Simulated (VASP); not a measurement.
# Si62B (a cell with a defect) in VASP: single point with LDA

Aim: the single point of Si62B (a cell with a defect) with LDA.

Program: VASP 6.6.1. These are calculated values, not measurements. Logs are shortened: lines on timing, memory, paths and dates and some standing lists are left out, and cuts for length are marked.

## (1) The cell of the first run

The cell holds a defect, 63 atoms: a = 10.860 Å, b = 10.860 Å, c = 10.860 Å, α = 90.00°, β = 90.00°, γ = 90.00°.

## (2) Single point, LDA, collinear spin, zero start

Input file INCAR:

```
SYSTEM = Si62B
  ALGO = Normal
  EDIFF = 1E-7
  ENCUT = 520
  ISIF = 2
  ISMEAR = -1
  ISPIN = 2
  LASPH = .TRUE.
  LCHARG = .TRUE.
  LELF = .TRUE.
  LORBIT = 11
  LREAL = Auto
  LVHAR = .TRUE.
  LWAVE = .FALSE.
  MAGMOM = 0 0 0 0 0 0 0 0 0 0 0 0 0 0 0 0 0 0 0 0 0 0 0 0 0 0 0 0 0 0 0 0 0 0 0 0 0 0 0 0 0 0 0 0 0 0 0 0 0 0 0 0 0 0 0 0 0 0 0 0 0 0 0
  NBANDS = 166
  NELECT = 253.0
  NELM = 150
  PREC = Accurate
  SIGMA = 0.05
```

Input file KPOINTS:

```
k-points
0
G
  1 1 1
  0 0 0
```

Input file POSCAR:

```
Si62B
1.0
   10.8600000000      0.0000000000      0.0000000000
    0.0000000000     10.8600000000      0.0000000000
    0.0000000000      0.0000000000     10.8600000000
Si B
62 1
Direct
    0.5015799263     -0.0004283610      0.0007556169
    0.6278459484      0.1264578269      0.1275392265
    0.7505532228      0.2494467772     -0.0005243094
    0.8735421731      0.3721540516      0.1275392265
    0.7536082873     -0.0019973297      0.2480026703
    0.0005533149     -0.0005533149     -0.0016720074
    0.1264358195      0.1234998158      0.1235641805
    0.2514830571      0.2502589319     -0.0014830571
    0.3767315838      0.3731323204      0.1270866483
    0.5000216390      0.4999783610      0.0018011050
    0.6268676796      0.6232684162      0.1270866483
    0.7497410681      0.7485169429     -0.0014830571
    0.8765001842      0.8735641805      0.1235641805
    0.2516720074     -0.0005533149      0.2494466851
    0.3760931860      0.1247968692      0.3747968692
    0.5047215470      0.2509866483      0.2550964088
    0.6346958564      0.3653041436      0.3895948435
    0.7490133517      0.4952784530      0.2550964088
    0.8752031308      0.6239068140      0.3747968692
    0.5047215470      0.0050964088      0.5009866483
    0.6346958564      0.1395948435      0.6153041436
    0.8604051565      0.3653041436      0.6153041436
    0.7490133517      0.0050964088      0.7452784530
    0.8752031308      0.1247968692      0.8739068140
    0.0004283610      0.4984200737      0.0007556169
    0.1257074586      0.6238396869      0.1242925414
    0.2507204420      0.7492795580     -0.0007204420
    0.3761603131      0.8742925414      0.1242925414
    0.0019973297      0.2463917127      0.2480026703
    0.1224607735      0.3721540516      0.3764578269
    0.2492443831      0.4984200737      0.2495716390
    0.3765981584      0.6234018416      0.3745005525
    0.5015799263      0.7507556169      0.2495716390
    0.6278459484      0.8775392265      0.3764578269
    0.0019973297     -0.0019973297      0.4963917127
    0.1224607735      0.1264578269      0.6221540516
    0.2505243094      0.2494467772      0.4994467772
    0.3743652855      0.3754541436      0.6254541436
    0.5014825046      0.4985174954      0.5013502762
    0.6245458564      0.6256347145      0.6254541436
    0.7505532228      0.7494756906      0.4994467772
    0.8735421731      0.8775392265      0.6221540516
    0.2492443831     -0.0004283610      0.7484200737
    0.3765981584      0.1245005525      0.8734018416
    0.5014825046      0.2513502762      0.7485174954
    0.6245458564      0.3754541436      0.8756347145
    0.7486497238      0.4985174954      0.7485174954
    0.8754994475      0.6234018416      0.8734018416
    0.0005533149      0.7483279926      0.2494466851
    0.1264358195      0.8735641805      0.3734998158
   -0.0050964088      0.4952784530      0.5009866483
    0.1229133517      0.6232684162      0.6231323204
    0.2514830571      0.7485169429      0.5002589319
    0.3767315838      0.8770866483      0.6231323204
   -0.0050964088      0.2509866483      0.7452784530
    0.1229133517      0.3731323204      0.8732684162
    0.2481988950      0.4999783610      0.7499783610
    0.3754526703      0.6245473297      0.8745473297
    0.5000216390      0.7518011050      0.7499783610
    0.6268676796      0.8770866483      0.8732684162
    0.0004283610      0.7507556169      0.7484200737
    0.1257074586      0.8742925414      0.8738396869
    0.7183487109      0.2816512891      0.5316512891
```

Potentials or basis: VASP PAW LDA potentials, release 64 (Si, B).

Launch:

```
$ cat potpaw_LDA.64/Si/POTCAR potpaw_LDA.64/B/POTCAR > POTCAR
$ mpirun -np 1 vasp_gam > vasp.out
```

OUTCAR:

```text
SYSTEM = Si62B
   EDIFF = 1E-7
   ENCUT = 520
   ISIF = 2
   ISMEAR = -1
   ISPIN = 2
   LASPH = .TRUE.
   LORBIT = 11
   LREAL = Auto
   NELECT = 253.0
   NELM = 150
   PREC = Accurate

 ion  position               nearest neighbor table
   1  0.502  1.000  0.001-  28 2.35  60 2.35  44 2.37   2 2.38
   2  0.628  0.126  0.128-   3 2.34   5 2.35  16 2.35   1 2.38
   3  0.751  0.249  0.999-   2 2.34   4 2.34  24 2.35  46 2.36
   4  0.874  0.372  0.128-   3 2.34  29 2.35  18 2.35  25 2.38
   5  0.754  0.998  0.248-  13 2.33   2 2.35  34 2.35
   6  0.001  0.999  0.998-  62 2.35  24 2.35   7 2.35  13 2.35
   7  0.126  0.123  0.124-  29 2.33  14 2.35   6 2.35   8 2.36
   8  0.251  0.250  0.999-  44 2.36   9 2.36  56 2.36   7 2.36
   9  0.377  0.373  0.127-  31 2.35  10 2.35   8 2.36  16 2.37
  10  0.500  0.500  0.002-  46 2.35  11 2.35   9 2.35  58 2.36
  11  0.627  0.623  0.127-  33 2.35  10 2.35  12 2.36  18 2.37
[... 49 lines left out ...]
  61  0.000  0.751  0.748-  62 2.35  52 2.35  48 2.37  42 2.38
  62  0.126  0.874  0.874-  43 2.35  61 2.35   6 2.35  27 2.35
  63  0.718  0.282  0.532-  17 2.01  21 2.01  22 2.01

  LATTYP: Found a simple cubic cell.
 ALAT       =    10.8600000000

  Lattice vectors:

 A1 = (  10.8600000000,   0.0000000000,   0.0000000000)
 A2 = (   0.0000000000,  10.8600000000,   0.0000000000)
 A3 = (   0.0000000000,   0.0000000000,  10.8600000000)

Analysis of symmetry for initial positions (statically):
=====================================================================
 Subroutine PRICEL returns:
 Original cell was already a primitive cell.

 Routine SETGRP: Setting up the symmetry group for a
 simple cubic supercell.

 Subroutine GETGRP returns: Found  6 space group operations
 (whereof  2 operations were pure point group operations)
 out of a pool of 48 trial point group operations.

The static configuration has the point symmetry C_1h.
 The point group associated with its full space group is C_3v.

Analysis of symmetry for dynamics (positions and initial velocities):
=====================================================================
 Subroutine PRICEL returns:
 Original cell was already a primitive cell.

 Routine SETGRP: Setting up the symmetry group for a
 simple cubic supercell.

 Subroutine GETGRP returns: Found  6 space group operations
 (whereof  2 operations were pure point group operations)
 out of a pool of 48 trial point group operations.

The dynamic configuration has the point symmetry C_1h.
 The point group associated with its full space group is C_3v.

Analysis of structural, dynamic, and magnetic symmetry:
=====================================================================
 Subroutine PRICEL returns:
 Original cell was already a primitive cell.

 Routine SETGRP: Setting up the symmetry group for a
 simple cubic supercell.

 Subroutine GETGRP returns: Found  6 space group operations
 (whereof  2 operations were pure point group operations)
 out of a pool of 48 trial point group operations.

The overall configuration has the point symmetry C_1h.
 The point group associated with its full space group is C_3v.

 Subroutine INISYM returns: Found  6 space group operations
 (whereof  2 operations are pure point group operations),
 and found     1 'primitive' translations

----------------------------------------------------------------------------------------

                                     Primitive cell

  volume of cell :    1280.8241

  direct lattice vectors                    reciprocal lattice vectors
    10.860000000  0.000000000  0.000000000     0.092081031  0.000000000  0.000000000
     0.000000000 10.860000000  0.000000000     0.000000000  0.092081031  0.000000000
     0.000000000  0.000000000 10.860000000     0.000000000  0.000000000  0.092081031

  length of vectors
    10.860000000 10.860000000 10.860000000     0.092081031  0.092081031  0.092081031

  position of ions in fractional coordinates (direct lattice)
     0.501579926  0.999571639  0.000755617
     0.627845948  0.126457827  0.127539226
[... 175 lines left out ...]
   EDIFF  = 0.1E-06   stopping-criterion for ELM
   LREAL  =      T    real-space projection
   EDIFFG = 0.1E-05   stopping-criterion for IOM
   NSW    =      0    number of steps for IOM
   IBRION =     -1    ionic relax: 0-MD 1-quasi-New 2-CG
   NFREE  =      0    steps in history (QN), initial steepest desc. (CG)
   ISIF   =      2    stress and relaxation
   ISYM   =      2    0-nonsym 1-usesym 2-fastsym
   POTIM  = 0.5000    time-step for ionic-motion
   TEBEG  =    0.0;   TEEND  =   0.0 temperature during run
   PSTRESS=    0.0 pullay stress
   NELECT =     253.0000    total number of electrons
   NUPDOWN=      -1.0000    fix difference up-down
   EMIN   =  10.00;   EMAX   =-10.00  energy-range for DOS
   EFERMI =   0.00;   METHOD = LEGACY
   ISMEAR =    -1;   SIGMA  =   0.05  broadening in eV -4-tet -1-fermi 0-gaus
   EFERMI_NEDOS =   21; number of points for ismear=-14 and -15
   IALGO  =     38    algorithm
   IMIX   =      4    mixing-type and parameters
     AMIX     =   0.40;   BMIX     =  1.00
     AMIX_MAG =   1.60;   BMIX_MAG =  1.00
  volume/ion in A,a.u.               =      20.33       137.20
  Fermi-wavevector in a.u.,A,eV,Ry     =   0.953422  1.801706 12.367880  0.909014
  Thomas-Fermi vector in A             =   2.082076
   LORBIT       =     11    0 simple, 1 ext, 2 COOP (PROOUT), +10 PAW based schemes
   GGA     = CA    functional components
   LHFCALC =     F    Hartree Fock is set to
   AEXX    =    0.0000 exact exchange contribution
   IVDW    =     0    specifies the selected vdW correction
   LEPSILON=     F    determine dielectric tensor
   LRPA    =     F    only Hartree local field effects (RPA)
 spin polarized calculation
  energy-cutoff  :      520.00
  volume of cell :     1280.82
 maximum number of plane-waves:     17229
 NGX is ok and might be reduce to    84
   NGX = 41   NGY = 41   NGZ = 41

 number of electron     252.9999995 magnetization       0.0002267

 number of electron     252.9999995 magnetization      -0.0001594

 Free energy of the ion-electron system (eV)
  ---------------------------------------------------
  ext. energy  EPLUGINS =         0.00000000
  ---------------------------------------------------
  free energy    TOTEN  =      -354.52460643 eV

  energy without entropy =     -354.18217655  energy(sigma->0) =     -354.35339149

 E-fermi :   6.0892     XC(G=0):  -9.5377

 val. band max:        5.2775883215   @ k =   0.0000   0.0000   0.0000
 cond. band min:       6.1139762915   @ k =   0.0000   0.0000   0.0000
 fundamental gap:      0.8363879699
 Fermi energy:         6.0892216366

 spin component 1

 k-point     1 :       0.0000    0.0000    0.0000
  band No.  band energies     occupation
      1      -6.3746      1.00000
      2      -5.3519      1.00000
      3      -5.3303      1.00000
      4      -5.3303      1.00000
      5      -5.3037      1.00000
      6      -5.3037      1.00000
[... 130 lines left out ...]
    137       6.6652      0.00001
    138       6.7734      0.00000
 Fermi energy:         6.0892216366

 spin component 2

 k-point     1 :       0.0000    0.0000    0.0000
  band No.  band energies     occupation
      1      -6.3746      1.00000
      2      -5.3519      1.00000
      3      -5.3303      1.00000
      4      -5.3303      1.00000
      5      -5.3037      1.00000
      6      -5.3037      1.00000
[... 130 lines left out ...]
    137       6.6652      0.00001
    138       6.7734      0.00000
 [bands above 138 left out]

------------------------ aborting loop because EDIFF is reached ----------------------------------------

  FORCE on cell =-STRESS in cart. coord.  units (eV):
  Direction    XX          YY          ZZ          XY          YZ          ZX
  --------------------------------------------------------------------------------------
  -------------------------------------------------------------------------------------
  Total        2.7941609      2.7941609      2.7941609     -2.6719404      2.6719404     -2.6719404
  in kB        3.4952039      3.4952039      3.4952039     -3.3423188      3.3423188     -3.3423188
  external PRESSURE =       3.4952039 kB  Pullay stress =       0.0000000 kB

 VOLUME and BASIS-vectors are now :
 -----------------------------------------------------------------------------
  energy-cutoff  :      520.00
  volume of cell :     1280.82
      direct lattice vectors                 reciprocal lattice vectors
    10.860000000  0.000000000  0.000000000     0.092081031  0.000000000  0.000000000
     0.000000000 10.860000000  0.000000000     0.000000000  0.092081031  0.000000000
     0.000000000  0.000000000 10.860000000     0.000000000  0.000000000  0.092081031

 POSITION                                       TOTAL-FORCE (eV/Angst)
 -----------------------------------------------------------------------------------
      5.44716     10.85535      0.00821         0.000884     -0.014291     -0.004836
      6.81841      1.37333      1.38508        -0.005054      0.008053      0.000083
      8.15101      2.70899     10.85431        -0.003698      0.003698      0.005772
      9.48667      4.04159      1.38508        -0.008053      0.005054      0.000083
      8.18419     10.83831      2.69331         0.006391      0.011676      0.011676
      0.00601     10.85399     10.84184         0.002216     -0.002216     -0.004369
[... 55 lines left out ...]
      1.36518      9.49482      9.48990        -0.001322      0.001322     -0.003760
      7.80127      3.05873      5.77373        -0.003843      0.003843      0.003843
 -----------------------------------------------------------------------------------
    total drift:                                0.012807     -0.012807     -0.012807

  FREE ENERGIE OF THE ION-ELECTRON SYSTEM (eV)
  ---------------------------------------------------
  free  energy   TOTEN  =      -354.5246064328 eV

  energy  without entropy=     -354.1821765478  energy(sigma->0) =     -354.35339149

 total charge

# of ion       s       p       d       tot
------------------------------------------
    1        0.755   0.949   0.000   1.704
    2        0.750   0.954   0.000   1.704
    3        0.748   0.968   0.000   1.716
    4        0.750   0.954   0.000   1.704
    5        0.795   0.870   0.000   1.665
    6        0.750   0.966   0.000   1.717
[... 55 lines left out ...]
   62        0.746   0.968   0.000   1.715
   63        0.691   1.096   0.000   1.786
--------------------------------------------------
tot         47.370  60.210   0.000 107.580

 magnetization (x)

# of ion       s       p       d       tot
------------------------------------------
    1       -0.000  -0.000   0.000  -0.000
    2       -0.000  -0.000   0.000  -0.000
    3       -0.000  -0.000   0.000  -0.000
    4       -0.000  -0.000   0.000  -0.000
    5       -0.000  -0.000   0.000  -0.000
    6       -0.000  -0.000   0.000  -0.000
[... 55 lines left out ...]
   62       -0.000  -0.000   0.000  -0.000
   63       -0.000  -0.000   0.000  -0.000
--------------------------------------------------
tot         -0.000  -0.000   0.000  -0.000
```

Run time: 18 min. Hardware: 1 thread of Intel Xeon Platinum 8259CL at 2.50GHz (Skylake/Cascade Lake), shared host; peak memory 0.92 GiB.

What came out:

```yaml
Free_energy: -354.5246 eV
Largest_force: 0.022 eV/Å
Net_moment: 0.00 μB per cell
Valence_electrons_inside_the_program's_atomic_spheres: Si 1.70, 1.72, 1.67, 1.71 (each value once); B 1.79
```

Forces in eV/Å, atoms in the order of the input:
```
Si   0.001 -0.014 -0.005
Si  -0.005  0.008  0.000
Si  -0.004  0.004  0.006
Si  -0.008  0.005  0.000
Si   0.006  0.012  0.012
Si   0.002 -0.002 -0.004
Si  -0.002 -0.006  0.002
Si  -0.009  0.010  0.009
Si   0.010  0.005  0.007
Si   0.009 -0.009 -0.014
Si  -0.005 -0.010  0.007
Si  -0.010  0.009  0.009
Si   0.006  0.002  0.002
Si   0.004 -0.002 -0.002
Si  -0.001  0.003  0.003
Si   0.006 -0.006 -0.014
Si  -0.008  0.008 -0.002
Si   0.006 -0.006 -0.014
Si  -0.003  0.001  0.003
Si   0.006 -0.014 -0.006
Si  -0.008 -0.002  0.008
Si   0.002  0.008  0.008
Si   0.006 -0.014 -0.006
Si  -0.003  0.003  0.001
Si   0.014 -0.001 -0.005
Si  -0.001 -0.004  0.001
Si  -0.003  0.003  0.003
Si   0.004  0.001  0.001
Si  -0.012 -0.006  0.012
Si   0.000  0.005  0.008
Si   0.005 -0.001 -0.014
Si  -0.010  0.010  0.005
Si   0.001 -0.005 -0.014
Si  -0.005  0.000  0.008
Si  -0.012  0.012 -0.006
Si   0.000  0.008  0.005
Si  -0.006  0.004  0.004
Si  -0.005  0.003  0.003
Si   0.015 -0.015  0.006
Si  -0.003  0.005  0.003
Si  -0.004  0.006  0.004
Si  -0.008  0.000  0.005
Si   0.005 -0.014 -0.001
Si  -0.010  0.005  0.010
Si   0.015  0.006 -0.015
Si  -0.003  0.003  0.005
Si  -0.006 -0.015 -0.015
Si  -0.005  0.010  0.010
Si   0.002 -0.004 -0.002
Si  -0.002  0.002 -0.006
Si   0.014 -0.006 -0.006
Si  -0.007 -0.010  0.005
Si  -0.009  0.009  0.010
Si   0.010  0.007  0.005
Si   0.014 -0.006 -0.006
Si  -0.007  0.005 -0.010
Si   0.014 -0.009 -0.009
Si  -0.009  0.009  0.009
Si   0.009 -0.014 -0.009
Si  -0.005  0.007 -0.010
Si   0.014 -0.005 -0.001
Si  -0.001  0.001 -0.004
B   -0.004  0.004  0.004
```

Caveat: the k points lie up to 0.58 Å⁻¹ apart; the cell carries a net charge on a neutralising background, which shifts energy and pressure; the cell is charged against a uniform background, so pressure and absolute levels hang on convention; no moment was typed at the start, so none could form.
